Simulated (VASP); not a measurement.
Crystal: LiF.

```
Li F
1.0
     0.00000    2.01000    2.01000
     2.01000    0.00000    2.01000
     2.01000    2.01000    0.00000
Li F
1 1
Cartesian
  0.0000 0.0000 0.0000
  2.0100 2.0100 2.0100
```

* Program: VASP 6.6.1
* Task: relaxation of cell and atoms
* Functional: LDA
* Potentials or basis: VASP PAW LDA potentials, release 64 (Li_sv, F)
* Cutoff: 750 eV
* k mesh: 10 × 10 × 10
* Occupations: gaussian, width 0.02 eV
* Spin: no spin polarisation

At the start: pressure -6.6 GPa; volume 8.12 Å³/atom.

**Question.** Where does the relaxation end?

**Answer.** Over 4 steps the energy falls by 15.2 meV/atom and the volume is 7.44 Å³/atom (-8.4 %); space group Fm-3m (No. 225, to 0.1 Å) before and after.

Step by step:
| step | energy change (eV) | largest force (eV/Å) | pressure (GPa) | volume (Å³) |
| --- | --- | --- | --- | --- |
| 1 | 0.0000 | 0.0000 | -6.63 | 16.24 |
| 2 | -0.0242 | 0.0000 | -3.23 | 15.46 |
| 3 | -0.0303 | 0.0000 | -0.23 | 14.92 |
| 4 | -0.0303 | 0.0000 | 0.00 | 14.88 |

Final structure:
```
CELL_PARAMETERS angstrom
0.00000 1.95203 1.95203
1.95203 0.00000 1.95203
1.95203 1.95203 0.00000
ATOMIC_POSITIONS crystal
Li 0.00000 0.00000 0.00000
F 0.50000 0.50000 0.50000
```
